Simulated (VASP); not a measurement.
# Se (Fd-3m) in VASP: a series of runs

Runs on Se. Level: PBE. Tasks: relaxation of cell and atoms, single point.

Everything below comes from runs of VASP 6.6.1. Logs are shortened: lines on timing, memory, paths and dates and some standing lists are left out, and cuts for length are marked.

### 1 The cell of the first run

It takes space group Fd-3m (No. 227, cubic). The conventional cell has a = 4.648 Å, b = 4.648 Å, c = 4.648 Å, α = 90.00°, β = 90.00°, γ = 90.00°. Se (site symmetry -43m) has 4 Se at 2.01 Å within 2.7 Å.

### 2 Relaxation of cell and atoms, PBE, target pressure 220 GPa, at which the enthalpy is minimised

File INCAR:

```
SYSTEM = Se
ALGO = Normal ; EDIFF = 1E-6
EDIFFG = -0.005 ; ENCUT = 600
GGA = PE ; IBRION = 2
ISIF = 3 ; ISMEAR = -1
LASPH = .True. ; LCHARG = .False.
LREAL = .False. ; LWAVE = .False.
NELM = 80 ; NSW = 32
PREC = Accurate ; PSTRESS = 2200.0
SIGMA = 0.1
```

File KPOINTS:

```
k-points
0
Gamma
  14 14 14
  0 0 0
```

File POSCAR:

```
Se
1.0
    0.0000000000      2.3237639704      2.3237639704
    2.3237639704      0.0000000000      2.3237639704
    2.3237639704      2.3237639704      0.0000000000
Se
2
Direct
   -0.1250000000     -0.1250000000     -0.1250000000
    0.1250000000      0.1250000000      0.1250000000
```

Potentials or basis: VASP PAW PBE potentials, release 64 (Se).

The run is started by

```console
$ cat potpaw_PBE.64/Se/POTCAR > POTCAR
$ mpirun -np 1 vasp_std > vasp.out
```

OUTCAR:

```text
SYSTEM = Se
   EDIFF = 1E-6
   EDIFFG = -0.005
   ENCUT = 600
   GGA = PE
   IBRION = 2
   ISIF = 3
   ISMEAR = -1
   LASPH = .True.
   LREAL = .False.
   NELM = 80
   NSW = 32
   PREC = Accurate
   PSTRESS = 2200.0

 ion  position               nearest neighbor table
   1  0.875  0.875  0.875-   2 2.01   2 2.01   2 2.01   2 2.01
   2  0.125  0.125  0.125-   1 2.01   1 2.01   1 2.01   1 2.01

  LATTYP: Found a face centered cubic cell.
 ALAT       =     4.6475279408

  Lattice vectors:

 A1 = (   0.0000000000,   2.3237639704,   2.3237639704)
 A2 = (   2.3237639704,   0.0000000000,   2.3237639704)
 A3 = (   2.3237639704,   2.3237639704,   0.0000000000)

Analysis of symmetry for initial positions (statically):
=====================================================================
 Subroutine PRICEL returns:
 Original cell was already a primitive cell.

 Routine SETGRP: Setting up the symmetry group for a
 face centered cubic supercell.

 Subroutine GETGRP returns: Found 48 space group operations
 (whereof 12 operations were pure point group operations)
 out of a pool of 48 trial point group operations.

The static configuration has the point symmetry D_3d.
 The point group associated with its full space group is O_h .

Analysis of symmetry for dynamics (positions and initial velocities):
=====================================================================
 Subroutine PRICEL returns:
 Original cell was already a primitive cell.

 Routine SETGRP: Setting up the symmetry group for a
 face centered cubic supercell.

 Subroutine GETGRP returns: Found 48 space group operations
 (whereof 12 operations were pure point group operations)
 out of a pool of 48 trial point group operations.

The dynamic configuration has the point symmetry D_3d.
 The point group associated with its full space group is O_h .

 Subroutine INISYM returns: Found 48 space group operations
 (whereof 12 operations are pure point group operations),
 and found     1 'primitive' translations

----------------------------------------------------------------------------------------

                                     Primitive cell

  volume of cell :      25.0961

  direct lattice vectors                    reciprocal lattice vectors
     0.000000000  2.323763970  2.323763970    -0.215168152  0.215168152  0.215168152
     2.323763970  0.000000000  2.323763970     0.215168152 -0.215168152  0.215168152
     2.323763970  2.323763970  0.000000000     0.215168152  0.215168152 -0.215168152

  length of vectors
     3.286298523  3.286298523  3.286298523     0.372682172  0.372682172  0.372682172

  position of ions in fractional coordinates (direct lattice)
     0.875000000  0.875000000  0.875000000
     0.125000000  0.125000000  0.125000000

  ion indices of the primitive-cell ions
   primitive index   ion index
                 1           1
                 2           2

----------------------------------------------------------------------------------------

 KPOINTS: k-points

Automatic generation of k-mesh.
 Grid dimensions read from file:
 generate k-points for:   14   14   14

 Generating k-lattice:

  Cartesian coordinates                     Fractional coordinates (reciprocal lattice)
    -0.015369154  0.015369154  0.015369154     0.071428571  0.000000000  0.000000000
     0.015369154 -0.015369154  0.015369154     0.000000000  0.071428571  0.000000000
     0.015369154  0.015369154 -0.015369154     0.000000000  0.000000000  0.071428571

  Length of vectors
     0.026620155  0.026620155  0.026620155

  Shift w.r.t. Gamma in fractional coordinates (k-lattice)
     0.000000000  0.000000000  0.000000000

 Subroutine IBZKPT returns following result:
 ===========================================

 Found    104 irreducible k-points:

 Following reciprocal coordinates:
            Coordinates               Weight
  0.000000  0.000000  0.000000      1.000000
  0.071429  0.000000  0.000000      8.000000
  0.142857  0.000000  0.000000      8.000000
  0.214286  0.000000  0.000000      8.000000
  0.285714  0.000000  0.000000      8.000000
  0.357143  0.000000  0.000000      8.000000
[... 16 lines left out ...]
  0.214286  0.142857  0.000000     24.000000
  0.285714  0.142857  0.000000     24.000000
 [... further k-points ...]
   k-points           NKPTS =    104   k-points in BZ     NKDIM =    104   number of bands    NBANDS=     10
   number of dos      NEDOS =    301   number of ions     NIONS =      2
   total plane-waves  NPLWV =  21952
   dimension x,y,z NGX =    28 NGY =   28 NGZ =   28
   dimension x,y,z NGXF=    56 NGYF=   56 NGZF=   56
   ions per type =               2
   NGX,Y,Z   is equivalent  to a cutoff of  14.16, 14.16, 14.16 a.u.
   NGXF,Y,Z  is equivalent  to a cutoff of  28.33, 28.33, 28.33 a.u.
 SYSTEM =  Se
   PREC   = accura    normal or accurate (medium, high low for compatibility)
   ISTART =      0    job   : 0-new  1-cont  2-samecut
   ICHARG =      2    charge: 1-file 2-atom 10-const
   ISPIN  =      1    spin polarized calculation?
   LNONCOLLINEAR =      F non collinear calculations
   LSORBIT =      F    spin-orbit coupling
   LASPH  =      T    aspherical Exc in radial PAW
   ENCUT  =  600.0 eV  44.10 Ry    6.64 a.u.   6.56  6.56  6.56*2*pi/ulx,y,z
   NELM   =     80;   NELMIN=  2; NELMDL= -5     # of ELM steps
   EDIFF  = 0.1E-05   stopping-criterion for ELM
   LREAL  =      F    real-space projection
   EDIFFG = -.5E-02   stopping-criterion for IOM
   NSW    =     32    number of steps for IOM
   IBRION =      2    ionic relax: 0-MD 1-quasi-New 2-CG
   NFREE  =      1    steps in history (QN), initial steepest desc. (CG)
   ISIF   =      3    stress and relaxation
   ISYM   =      2    0-nonsym 1-usesym 2-fastsym
   POTIM  = 0.5000    time-step for ionic-motion
   TEBEG  =    0.0;   TEEND  =   0.0 temperature during run
   PSTRESS= 2200.0 pullay stress
   NELECT =      12.0000    total number of electrons
   NUPDOWN=      -1.0000    fix difference up-down
   EMIN   =  10.00;   EMAX   =-10.00  energy-range for DOS
   EFERMI =   0.00;   METHOD = LEGACY
   ISMEAR =    -1;   SIGMA  =   0.10  broadening in eV -4-tet -1-fermi 0-gaus
   EFERMI_NEDOS =   21; number of points for ismear=-14 and -15
   IALGO  =     38    algorithm
   IMIX   =      4    mixing-type and parameters
     AMIX     =   0.40;   BMIX     =  1.00
     AMIX_MAG =   1.60;   BMIX_MAG =  1.00
  volume/ion in A,a.u.               =      12.55        84.68
  Fermi-wavevector in a.u.,A,eV,Ry     =   1.280167  2.419165 22.297596  1.638827
  Thomas-Fermi vector in A             =   2.412610
   LORBIT       =      0    0 simple, 1 ext, 2 COOP (PROOUT), +10 PAW based schemes
   GGA     = PE    functional components
   LHFCALC =     F    Hartree Fock is set to
   AEXX    =    0.0000 exact exchange contribution
   IVDW    =     0    specifies the selected vdW correction
   LEPSILON=     F    determine dielectric tensor
   LRPA    =     F    only Hartree local field effects (RPA)
 conjugate gradient relaxation of ions
 non-spin polarized calculation
  energy-cutoff  :      600.00
  volume of cell :       25.10
 maximum number of plane-waves:       872
 NGX is ok and might be reduce to    28
   NGX = 13   NGY = 13   NGZ = 13

--------------------------------------- Ionic step        1  -------------------------------------------

 number of electron      12.0000000 magnetization

 Free energy of the ion-electron system (eV)
  ---------------------------------------------------
  ext. energy  EPLUGINS =         0.00000000
  ---------------------------------------------------
  free energy    TOTEN  =         6.33676613 eV

  energy without entropy =        6.35808076  energy(sigma->0) =        6.34742345

------------------------ aborting loop because EDIFF is reached ----------------------------------------

  FORCE on cell =-STRESS in cart. coord.  units (eV):
  Direction    XX          YY          ZZ          XY          YZ          ZX
  --------------------------------------------------------------------------------------
  -------------------------------------------------------------------------------------
  Total       35.1047390     35.1047390     35.1047390      0.0000000      0.0000000      0.0000000
  in kB     2241.1467446   2241.1467446   2241.1467446      0.0000000      0.0000000      0.0000000
  external PRESSURE =      41.1467446 kB  Pullay stress =    2200.0000000 kB
[... 99 lines left out ...]
  enthalpy is  TOTEN    =        40.7950906078 eV   P V=       34.6711182710

--------------------------------------- Ionic step        4  -------------------------------------------

 number of electron      12.0000000 magnetization

 Free energy of the ion-electron system (eV)
  ---------------------------------------------------
  ext. energy  EPLUGINS =         0.00000000
  ---------------------------------------------------
  free energy    TOTEN  =         6.12819770 eV

  energy without entropy =        6.14939733  energy(sigma->0) =        6.13879751

 E-fermi :  13.3265     XC(G=0): -12.5451

 val. band max:       13.2883557423   @ k =   0.2857   0.1429   0.0714
 cond. band min:      13.3537019384   @ k =  -0.3571   0.1429   0.0000
 fundamental gap:      0.0653461961
 Fermi energy:        13.3265048468

 k-point     1 :       0.0000    0.0000    0.0000
  band No.  band energies     occupation
      1     -11.3062      2.00000
      2       6.5143      2.00000
      3       6.5143      2.00000
      4       6.5143      2.00000
      5       9.6706      2.00000
      6      10.8016      2.00000
      7      10.8016      2.00000
      8      10.8016      2.00000
      9      18.0466      0.00000
     10      20.2081      0.00000
[... 287 lines left out ...]
 k-point    24 :       0.2857    0.1429    0.0000
  band No.  band energies     occupation
      1      -9.9779      2.00000
      2       0.5736      2.00000
      3       4.1886      2.00000
      4       4.2766      2.00000
      5      10.2037      2.00000
      6      12.0298      2.00000
      7      14.1317      0.00064
      8      14.4333      0.00003
      9      18.8085      0.00000
     10      20.9120      0.00000

 [... further k-points ...]

------------------------ aborting loop because EDIFF is reached ----------------------------------------

  FORCE on cell =-STRESS in cart. coord.  units (eV):
  Direction    XX          YY          ZZ          XY          YZ          ZX
  --------------------------------------------------------------------------------------
  -------------------------------------------------------------------------------------
  Total       34.6645060     34.6645060     34.6645060      0.0000000      0.0000000      0.0000000
  in kB     2199.8485787   2199.8485787   2199.8485787      0.0000000      0.0000000      0.0000000
  external PRESSURE =      -0.1514213 kB  Pullay stress =    2200.0000000 kB
[... 17 lines left out ...]
  FREE ENERGIE OF THE ION-ELECTRON SYSTEM (eV)
  ---------------------------------------------------
  free  energy   TOTEN  =         6.1281976950 eV

  energy  without entropy=        6.1493973265  energy(sigma->0) =        6.13879751

  enthalpy is  TOTEN    =        40.7950897257 eV   P V=       34.6668920306

 reached required accuracy - stopping structural energy minimisation
```

Run time: 30 s. Hardware: 1 thread of Intel Xeon 6975P-C (Granite Rapids), shared host; peak memory 0.17 GiB.

What came out:

* Free energy: 6.1282 eV
* Relaxed volume: 12.62 Å³/atom
* Relaxed cell: a = 3.293 Å, b = 3.293 Å, c = 3.293 Å, α = 60.00°, β = 60.00°, γ = 60.00°
* Space group after relaxing (to 0.05 Å): Fd-3m (No. 227)
* Energy change on relaxing (the enthalpy is what falls): -104.3 meV/atom
* Ionic steps: 4
* Pressure after relaxing: 220.0 GPa
* Band gap on the k mesh: zero (band 6 reaches 15.93 eV, above the bottom of band 7 at 10.80 eV)

Step by step:
```
step  energy change (eV)  largest force (eV/Å)  pressure (GPa)  volume (Å³)
   1              0.0000                0.0000          224.11        25.10
   2             -1.5480                0.0000          194.08        26.28
   3             -0.2128                0.0000          219.93        25.25
   4             -0.2086                0.0000          219.98        25.25
```

Final structure:
```cif
data_structure
_symmetry_space_group_name_H-M 'P 1'
_symmetry_Int_Tables_number 1
_cell_length_a 3.2929
_cell_length_b 3.2929
_cell_length_c 3.2929
_cell_angle_alpha 60.000
_cell_angle_beta 60.000
_cell_angle_gamma 60.000
_cell_volume 25.25
loop_
_atom_site_label
_atom_site_type_symbol
_atom_site_fract_x
_atom_site_fract_y
_atom_site_fract_z
_atom_site_occupancy
Se1 Se 0.87500 0.87500 0.87500 1
Se2 Se 0.12500 0.12500 0.12500 1
```

Caveat: the cell is relaxed towards a set pressure, so the enthalpy falls and the energy may rise.

(Part 1 of 3 ends here.)
